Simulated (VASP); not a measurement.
A run of VASP 6.6.1 is set up as follows.

The input INCAR:

```
  PREC = Accurate
  ENCUT = 600
  EDIFF = 1E-6
  ISMEAR = 0
  SIGMA = 0.1
  LREAL = False
  LASPH = True
  NELM = 100
  ALGO = Fast
  ISIF = 4
  LWAVE = False
  LCHARG = False
  GGA = PE
  IBRION = 2
  NSW = 50
  EDIFFG = -0.01
```

KPOINTS

```
Automatic mesh
0
Gamma
  12 12 14
```

File POSCAR:

```
Ti
1.0
    4.6251394212      0.0000000000      0.0000000000
   -2.3125697106      4.0054882348      0.0000000000
    0.0000000000      0.0000000000      2.8594416804
Ti
3
Direct
    0.0000000000      0.0000000000      0.0000000000
    0.3333333333      0.6666666667      0.5000000000
    0.6666666667      0.3333333333      0.5000000000
```

Potentials or basis: VASP PAW PBE potentials, release 64 (Ti_sv).

Launch:

```sh
$ cat potpaw_PBE.64/Ti_sv/POTCAR > POTCAR
$ mpirun -np 1 vasp_std > vasp.out
```

(1) Estimate the band gap on the k mesh.

Answers

(1) zero (bands 18 and 19 overlap by 0.23 eV).
